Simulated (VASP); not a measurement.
# Si12C13F2 in VASP: notebook

Si12C13F2 is run at these levels: PBE; tasks: single point.

Everything below comes from runs of VASP 6.6.1. Logs are shortened: lines on timing, memory, paths and dates and some standing lists are left out, and cuts for length are marked.

## (1) The cell of the first run

The cell holds a slab with vacuum, 27 atoms: a = 6.149 Å, b = 6.149 Å, c = 18.648 Å, α = 90.00°, β = 90.00°, γ = 60.00°.

## (2) Single point, PBE

INCAR

```
  ALGO = Normal
  EDIFF = 1E-7
  ENCUT = 520
  GGA = PE
  ISIF = 2
  ISMEAR = -1
  LASPH = True
  LCHARG = False
  LREAL = Auto
  LWAVE = False
  NBANDS = 76
  NELM = 100
  PREC = Accurate
  SIGMA = 0.1
```

KPOINTS

```
k-points
0
Gamma
  4 4 1
```

POSCAR

```
Si12C13F2
1.0
    6.1490010000      0.0000000000      0.0000000000
    3.0745000000      5.3251910000      0.0000000000
    0.0000000000      0.0000000000     18.6482180000
Si C F
12 13 2
Direct
    0.0000000000      0.0000000000      0.0536244000
    0.0000000000      0.5000000000      0.0536244000
    0.5000000000      1.0000000000      0.0536244000
    0.5000000000      0.5000000000      0.0536244000
    0.6648792005      0.6675678297      0.1922380656
    0.6667524719      0.1666142907      0.1919337248
    0.1677244499      0.6667543899      0.1923099474
    0.1677333344      0.1655161924      0.1923067231
    0.3475454309      0.3261947741      0.3291374201
    0.3312438272      0.8343126194      0.3330648678
    0.8242397069      0.3263297833      0.3285841095
    0.8243015079      0.8492110480      0.3286019209
    0.1666667000      0.1666667000      0.0872780000
    0.1666667000      0.6666667000      0.0872780000
    0.6666667000      0.1666667000      0.0872780000
    0.6666667000      0.6666667000      0.0872780000
    0.8348412022      0.8302333324      0.2234795057
    0.8348482903      0.3349318796      0.2234833748
    0.3328653627      0.8335672444      0.2221596909
    0.3315607346      0.3342162287      0.2234031029
    0.4993947525      0.5017832714      0.3535861136
    0.4993747770      0.9987458374      0.3535243989
    0.0075026595      0.4963446132      0.3635351255
   -0.0005537004      1.0002352745      0.3555799921
   -0.0032270449      0.5012336041      0.4374466133
   -0.2094445741      0.6054784704      0.4755047870
    0.1891008269      0.4033118985      0.4811498445
```

Potentials or basis: VASP PAW PBE potentials, release 64 (Si, C, F).

Command:

```
cat potpaw_PBE.64/Si/POTCAR potpaw_PBE.64/C/POTCAR potpaw_PBE.64/F/POTCAR > POTCAR
mpirun -np 1 vasp_std > vasp.out
```

OUTCAR:

```text
EDIFF = 1E-7
   ENCUT = 520
   GGA = PE
   ISIF = 2
   ISMEAR = -1
   LASPH = True
   LREAL = Auto
   NELM = 100
   PREC = Accurate

 ion  position               nearest neighbor table
   1  0.000  0.000  0.054-  14 1.88  15 1.88  13 1.88   2 3.07   2 3.07   3 3.07   3 3.07   4 3.07
                             4 3.07   6 3.13   8 3.14   7 3.14
   2  0.000  0.500  0.054-  13 1.88  16 1.88  14 1.88   1 3.07   1 3.07   4 3.07   4 3.07   3 3.07
                             3 3.07   8 3.14   7 3.14   5 3.14
   3  0.500  0.000  0.054-  16 1.88  13 1.88  15 1.88   4 3.07   4 3.07   1 3.07   1 3.07   2 3.07
                             2 3.07   6 3.13   5 3.13   8 3.13
   4  0.500  0.500  0.054-  15 1.88  14 1.88  16 1.88   3 3.07   3 3.07   2 3.07   2 3.07   1 3.07
                             1 3.07   6 3.13   5 3.13   7 3.13
   5  0.665  0.668  0.192-  19 1.85  17 1.86  18 1.86  16 1.96   8 3.06   7 3.06   6 3.07   6 3.07
                             7 3.09   8 3.09  12 3.13  11 3.13   3 3.13   4 3.13   2 3.14
   6  0.667  0.167  0.192-  20 1.88  17 1.89  18 1.89  15 1.95  11 3.06  12 3.06   9 3.07   8 3.07
                             7 3.07   5 3.07   5 3.07   7 3.08   8 3.08   1 3.13   3 3.13   4 3.13
   7  0.168  0.667  0.192-  19 1.85  20 1.86  17 1.87  14 1.96   5 3.06   8 3.07   6 3.07   6 3.08
                             8 3.08   5 3.09   9 3.13  12 3.13   4 3.13   1 3.14   2 3.14
   8  0.168  0.166  0.192-  19 1.85  20 1.86  18 1.87  13 1.96   5 3.06   7 3.07   6 3.07   6 3.08
                             7 3.08   5 3.09   9 3.13  11 3.13   3 3.13   1 3.14   2 3.14
   9  0.348  0.326  0.329-  22 1.80  21 1.80  23 1.92  20 1.97  11 2.93  12 2.93   6 3.07  10 3.08
                            10 3.08   8 3.13   7 3.13
  10  0.331  0.834  0.333-  22 1.81  21 1.81  24 1.82  19 2.07  12 3.07  11 3.07   9 3.08   9 3.08
                            11 3.08  12 3.08
  11  0.824  0.326  0.329-  21 1.79  24 1.81  18 1.96  23 1.99   9 2.93  12 2.93   6 3.06  10 3.07
                            10 3.08   5 3.13   8 3.13
  12  0.824  0.849  0.329-  22 1.79  24 1.81  17 1.96  23 1.99   9 2.93  11 2.93   6 3.06  10 3.07
                            10 3.08   5 3.13   7 3.13
  13  0.167  0.167  0.087-   2 1.88   3 1.88   1 1.88   8 1.96
  14  0.167  0.667  0.087-   1 1.88   4 1.88   2 1.88   7 1.96
  15  0.667  0.167  0.087-   4 1.88   1 1.88   3 1.88   6 1.95
  16  0.667  0.667  0.087-   3 1.88   2 1.88   4 1.88   5 1.96
  17  0.835  0.830  0.223-   5 1.86   7 1.87   6 1.89  12 1.96
  18  0.835  0.335  0.223-   5 1.86   8 1.87   6 1.89  11 1.96
  19  0.333  0.834  0.222-   8 1.85   7 1.85   5 1.85  10 2.07
  20  0.332  0.334  0.223-   8 1.86   7 1.86   6 1.88   9 1.97
  21  0.499  0.502  0.354-  11 1.79   9 1.80  10 1.81
  22  0.499  0.999  0.354-  12 1.79   9 1.80  10 1.81
  23  0.008  0.496  0.364-  25 1.38   9 1.92  12 1.99  11 1.99
  24  0.999  0.000  0.356-  11 1.81  12 1.81  10 1.82
  25  0.997  0.501  0.437-  26 1.31  27 1.31  23 1.38
  26  0.791  0.605  0.476-  25 1.31
  27  0.189  0.403  0.481-  25 1.31

  LATTYP: Found a hexagonal cell.
 ALAT       =     6.1490006860
 C/A-ratio  =     3.0327233566

  Lattice vectors:

 A1 = (  -3.0745000000,  -5.3251910000,   0.0000000000)
 A2 = (   6.1490010000,   0.0000000000,   0.0000000000)
 A3 = (   0.0000000000,   0.0000000000,  18.6482180000)

Analysis of symmetry for initial positions (statically):
=====================================================================
 Subroutine PRICEL returns:
 Original cell was already a primitive cell.

 Routine SETGRP: Setting up the symmetry group for a
 hexagonal supercell.

 Subroutine GETGRP returns: Found  1 space group operations
 (whereof  1 operations were pure point group operations)
 out of a pool of 24 trial point group operations.

The static configuration has the point symmetry C_1 .

Analysis of symmetry for dynamics (positions and initial velocities):
=====================================================================
 Subroutine PRICEL returns:
 Original cell was already a primitive cell.

 Routine SETGRP: Setting up the symmetry group for a
 hexagonal supercell.

 Subroutine GETGRP returns: Found  1 space group operations
 (whereof  1 operations were pure point group operations)
 out of a pool of 24 trial point group operations.

The dynamic configuration has the point symmetry C_1 .

 Subroutine INISYM returns: Found  1 space group operations
 (whereof  1 operations are pure point group operations),
 and found     1 'primitive' translations

[... 83 lines left out ...]
  Cartesian coordinates                     Fractional coordinates (reciprocal lattice)
     0.040657011 -0.023473333  0.000000000     0.250000000  0.000000000  0.000000000
     0.000000000  0.046946673  0.000000000     0.000000000  0.250000000  0.000000000
     0.000000000  0.000000000  0.053624427     0.000000000  0.000000000  1.000000000

  Length of vectors
     0.046946671  0.046946673  0.053624427

  Shift w.r.t. Gamma in fractional coordinates (k-lattice)
     0.000000000  0.000000000  0.000000000

 Subroutine IBZKPT returns following result:
 ===========================================

 Found     10 irreducible k-points:

 Following reciprocal coordinates:
            Coordinates               Weight
  0.000000  0.000000  0.000000      1.000000
  0.250000 -0.000000  0.000000      2.000000
  0.250000  0.250000  0.000000      2.000000
  0.000000  0.250000  0.000000      2.000000
  0.500000 -0.000000  0.000000      1.000000
  0.500000  0.500000  0.000000      1.000000
  0.000000  0.500000  0.000000      1.000000
  0.500000  0.250000  0.000000      2.000000
  0.250000  0.500000  0.000000      2.000000
 -0.250000  0.250000  0.000000      2.000000
   k-points           NKPTS =     10   k-points in BZ     NKDIM =     10   number of bands    NBANDS=     76
   number of dos      NEDOS =    301   number of ions     NIONS =     27
   total plane-waves  NPLWV = 322560
   dimension x,y,z NGX =    48 NGY =   48 NGZ =  140
   dimension x,y,z NGXF=    96 NGYF=   96 NGZF=  280
   ions per type =              12  13   2
   NGX,Y,Z   is equivalent  to a cutoff of  12.98, 12.98, 12.48 a.u.
   NGXF,Y,Z  is equivalent  to a cutoff of  25.95, 25.95, 24.96 a.u.
 SYSTEM =  unknown system
   PREC   = accura    normal or accurate (medium, high low for compatibility)
   ISTART =      0    job   : 0-new  1-cont  2-samecut
   ICHARG =      2    charge: 1-file 2-atom 10-const
   ISPIN  =      1    spin polarized calculation?
   LNONCOLLINEAR =      F non collinear calculations
   LSORBIT =      F    spin-orbit coupling
   LASPH  =      T    aspherical Exc in radial PAW
   ENCUT  =  520.0 eV  38.22 Ry    6.18 a.u.  11.43 11.43 34.67*2*pi/ulx,y,z
   NELM   =    100;   NELMIN=  2; NELMDL= -5     # of ELM steps
   EDIFF  = 0.1E-06   stopping-criterion for ELM
   LREAL  =      T    real-space projection
   EDIFFG = 0.1E-05   stopping-criterion for IOM
   NSW    =      0    number of steps for IOM
   IBRION =     -1    ionic relax: 0-MD 1-quasi-New 2-CG
   NFREE  =      0    steps in history (QN), initial steepest desc. (CG)
   ISIF   =      2    stress and relaxation
   ISYM   =      2    0-nonsym 1-usesym 2-fastsym
   POTIM  = 0.5000    time-step for ionic-motion
   TEBEG  =    0.0;   TEEND  =   0.0 temperature during run
   PSTRESS=    0.0 pullay stress
   NELECT =     114.0000    total number of electrons
   NUPDOWN=      -1.0000    fix difference up-down
   EMIN   =  10.00;   EMAX   =-10.00  energy-range for DOS
   EFERMI =   0.00;   METHOD = LEGACY
   ISMEAR =    -1;   SIGMA  =   0.10  broadening in eV -4-tet -1-fermi 0-gaus
   EFERMI_NEDOS =   21; number of points for ismear=-14 and -15
   IALGO  =     38    algorithm
   IMIX   =      4    mixing-type and parameters
     AMIX     =   0.40;   BMIX     =  1.00
     AMIX_MAG =   1.60;   BMIX_MAG =  1.00
  volume/ion in A,a.u.               =      22.62       152.62
  Fermi-wavevector in a.u.,A,eV,Ry     =   0.935659  1.768138 11.911316  0.875457
  Thomas-Fermi vector in A             =   2.062589
   LORBIT       =      0    0 simple, 1 ext, 2 COOP (PROOUT), +10 PAW based schemes
   GGA     = PE    functional components
   LHFCALC =     F    Hartree Fock is set to
   AEXX    =    0.0000 exact exchange contribution
   IVDW    =     0    specifies the selected vdW correction
   LEPSILON=     F    determine dielectric tensor
   LRPA    =     F    only Hartree local field effects (RPA)
 non-spin polarized calculation
  energy-cutoff  :      520.00
  volume of cell :      610.63
 maximum number of plane-waves:     16485
 NGX is ok and might be reduce to    48
   NGX = 23   NGY = 23   NGZ = 69

 number of electron     113.9999988 magnetization

 Free energy of the ion-electron system (eV)
  ---------------------------------------------------
  ext. energy  EPLUGINS =         0.00000000
  ---------------------------------------------------
  free energy    TOTEN  =      -184.22874254 eV

  energy without entropy =     -183.80241373  energy(sigma->0) =     -184.01557813

 E-fermi :   1.3133     XC(G=0):  -6.0526

 val. band max:        1.2387934345   @ k =   0.2500  -0.0000   0.0000
 cond. band min:       1.3305274127   @ k =   0.5000   0.5000   0.0000
 fundamental gap:      0.0917339782
 Fermi energy:         1.3132545175

 k-point     1 :       0.0000    0.0000    0.0000
  band No.  band energies     occupation
      1     -28.0655      2.00000
      2     -26.2727      2.00000
      3     -14.8598      2.00000
      4     -14.4463      2.00000
      5     -13.2091      2.00000
      6     -11.6879      2.00000
[... 709 lines left out ...]
     68       5.8777      0.00000
     69       6.0133      0.00000
 [bands above 69 left out]

------------------------ aborting loop because EDIFF is reached ----------------------------------------

  FORCE on cell =-STRESS in cart. coord.  units (eV):
  Direction    XX          YY          ZZ          XY          YZ          ZX
  --------------------------------------------------------------------------------------
  -------------------------------------------------------------------------------------
  Total       10.7087156      9.1130520     -1.7777823     -1.4328329     -0.0080643      0.0086653
  in kB       28.0977067     23.9109780     -4.6645750     -3.7594908     -0.0211592      0.0227363
  external PRESSURE =      15.7813699 kB  Pullay stress =       0.0000000 kB

 VOLUME and BASIS-vectors are now :
 -----------------------------------------------------------------------------
  energy-cutoff  :      520.00
  volume of cell :      610.63
      direct lattice vectors                 reciprocal lattice vectors
     6.149001000  0.000000000  0.000000000     0.162628043 -0.093893331  0.000000000
     3.074500000  5.325191000  0.000000000     0.000000000  0.187786692  0.000000000
     0.000000000  0.000000000 18.648218000     0.000000000  0.000000000  0.053624427

 POSITION                                       TOTAL-FORCE (eV/Angst)
 -----------------------------------------------------------------------------------
      0.00000      0.00000      1.00000         0.022608     -0.013522      0.784173
      1.53725      2.66260      1.00000         0.012162     -0.006658      0.826325
      3.07450      0.00000      1.00000        -0.011560      0.010284      0.733493
      4.61175      2.66260      1.00000        -0.015094      0.005220      0.734715
      6.14078      3.55493      3.58490         0.004254     -0.002660     -0.012451
      4.61212      0.88725      3.57922         0.000279      0.000215     -0.010019
[... 19 lines left out ...]
      6.72267      3.22429      8.86732        -0.351619      0.206659      0.260811
      2.40276      2.14771      8.97259         0.322984     -0.192273      0.295160
 -----------------------------------------------------------------------------------
    total drift:                               -0.007011      0.003154     -0.005238

  FREE ENERGIE OF THE ION-ELECTRON SYSTEM (eV)
  ---------------------------------------------------
  free  energy   TOTEN  =      -184.2287425351 eV

  energy  without entropy=     -183.8024137344  energy(sigma->0) =     -184.01557813
```

Wall time 34 min (1 thread of Intel Xeon 8259CL, shared host); peak memory 0.81 GiB.

What came out:

```yaml
Free_energy: -184.2287 eV
Largest_force: 0.891 eV/Å
Band_gap_on_the_k_mesh: zero (bands 57 and 58 overlap by 0.21 eV)
```

Forces on the atoms (eV/Å):
```
Si   0.023 -0.014  0.784
Si   0.012 -0.007  0.826
Si  -0.012  0.010  0.733
Si  -0.015  0.005  0.735
Si   0.004 -0.003 -0.012
Si   0.000  0.000 -0.010
Si  -0.004 -0.001 -0.014
Si  -0.001  0.003 -0.013
Si   0.000  0.000 -0.007
Si   0.001 -0.001  0.000
Si   0.004 -0.003 -0.008
Si   0.004 -0.001 -0.008
C   -0.019 -0.018 -0.890
C    0.007  0.025 -0.891
C    0.028 -0.015 -0.393
C   -0.022  0.012 -0.886
C    0.000 -0.009  0.013
C    0.007  0.005  0.013
C    0.003 -0.002  0.002
C   -0.008  0.007  0.015
C   -0.004  0.007 -0.001
C   -0.008 -0.001  0.000
C   -0.006  0.003 -0.041
C    0.007 -0.005  0.010
C    0.027 -0.014 -0.511
F   -0.352  0.207  0.261
F    0.323 -0.192  0.295
```

Caveat: there is no dipole correction, which matters where the two faces differ.

## (3) Single point, PBE

INCAR

```
SYSTEM = Si12C13F2
ALGO     = Normal         ! electronic algorithm
EDIFF    = 1E-7           ! SCF threshold, eV
ENCUT    = 520            ! plane-wave cutoff, eV
GGA      = PE             ! functional
ISIF     = 2              ! what is computed and relaxed
ISMEAR   = -1             ! smearing method
LASPH    = .True.         ! aspherical terms in the spheres
LCHARG   = .False.        ! write CHGCAR
LREAL    = Auto         
LWAVE    = .False.        ! write WAVECAR
NBANDS   = 76             ! bands
NELM     = 60             ! most SCF steps
PREC     = Accurate       ! precision mode
SIGMA    = 0.1            ! smearing width, eV
```

KPOINTS

```
k-points
0
Gamma
  4 4 1
  0 0 0
```

POSCAR

```
Si12C13F2
1.0
    6.1490010000      0.0000000000      0.0000000000
    3.0745000000      5.3251910000      0.0000000000
    0.0000000000      0.0000000000     18.6482180000
Si C F
12 13 2
Direct
    0.0000000000      0.0000000000      0.0536244300
    0.0000000400      0.4999999700      0.0536244300
    0.5000000400      0.9999999400      0.0536244300
    0.5000000000      0.4999999700      0.0536244300
    0.6663637447      0.6685199605      0.1917874104
    0.6667294945      0.1666169766      0.1916188921
    0.1652267508      0.6683904878      0.1917889090
    0.1673332215      0.1653522335      0.1913436754
    0.3407007091      0.3185777851      0.3275642446
    0.3319814368      0.8357798414      0.3292895525
    0.8404896764      0.3189811198      0.3275426053
    0.8302599359      0.8398563215      0.3305560159
    0.1666666700      0.1666666600      0.0872780300
    0.1666667000      0.6666666300      0.0872780300
    0.6666666300      0.1666666600      0.0872780300
    0.6666666700      0.6666666300      0.0872780300
    0.8331633672      0.8337369216      0.2230522375
    0.8334753627      0.3355943092      0.2237593708
    0.3342011937      0.8316042798      0.2225196465
    0.3310817312      0.3354293175      0.2237580794
    0.5024220484      0.4949855045      0.3581676111
    0.5015763413      0.9942174728      0.3534392342
   -0.0001514464      0.5010360559      0.3615412122
    0.0040949314      0.9947506432      0.3535899763
   -0.0241294491      0.5445374432      0.4371560977
    0.5028184488      0.4941041861      0.4353108505
    0.0807508709      0.3477616567      0.4797947927
```

Potentials or basis: VASP PAW PBE potentials, release 64 (Si, C, F).

Command:

```
cat potpaw_PBE.64/Si/POTCAR potpaw_PBE.64/C/POTCAR potpaw_PBE.64/F/POTCAR > POTCAR
mpirun -np 1 vasp_std > vasp.out
```

Run time: 46 min. Hardware: 1 thread of Intel Xeon 8259CL, shared host; peak memory 0.82 GiB.

It converged, with:

```
Free energy            : -182.9569 eV
Largest force          : 0.858 eV/Å
Band gap on the k mesh : zero (bands 57 and 58 overlap by 0.21 eV)
```

Forces on the atoms (eV/Å):
```
Si   0.015 -0.048  0.635
Si   0.002 -0.004  0.778
Si  -0.014 -0.045  0.635
Si   0.000  0.015  0.725
Si  -0.001 -0.006 -0.008
Si   0.001  0.002 -0.010
Si   0.000 -0.004 -0.009
Si   0.000  0.001 -0.011
Si  -0.004  0.013 -0.005
Si  -0.001 -0.011 -0.001
Si   0.000  0.015 -0.003
Si  -0.002 -0.006 -0.007
C   -0.002  0.012 -0.562
C   -0.013  0.003 -0.849
C    0.001  0.058 -0.481
C    0.012  0.003 -0.858
C    0.003  0.003 -0.002
C    0.000  0.001  0.007
C   -0.001  0.003  0.003
C    0.002  0.005  0.005
C    0.002  0.008 -0.261
C   -0.001 -0.007 -0.003
C    0.003 -0.005 -0.070
C   -0.004 -0.009 -0.003
C   -0.012  0.353 -0.206
F    0.001  0.000  0.271
F    0.013 -0.351  0.289
```

Levels at points of the mesh, in eV from the Fermi level:
| k point | band 52 | band 53 | band 54 | band 55 | band 56 | band 57 | band 58 | band 59 | band 60 | band 61 |
| --- | --- | --- | --- | --- | --- | --- | --- | --- | --- | --- |
| (0.00, 0.00, 0.00) | -1.13 | -1.11 | -0.93 | -0.39 | -0.30 | -0.20 | -0.17 | -0.12 | 0.41 | 1.62 |
| (0.50, 0.00, 0.00) | -1.86 | -1.35 | -0.55 | -0.35 | -0.08 | 0.03 | 0.06 | 0.17 | 0.24 | 1.60 |
| (0.50, 0.50, 0.00) | -1.85 | -1.35 | -0.57 | -0.35 | -0.07 | 0.04 | 0.06 | 0.18 | 0.25 | 1.59 |
| (0.00, 0.50, 0.00) | -1.71 | -1.65 | -0.52 | -0.28 | -0.17 | 0.04 | 0.06 | 0.14 | 0.27 | 1.87 |

Caveat: there is no dipole correction, which matters where the two faces differ.

The gap in the log of VASP goes by the Fermi energy; the results here count the filled bands.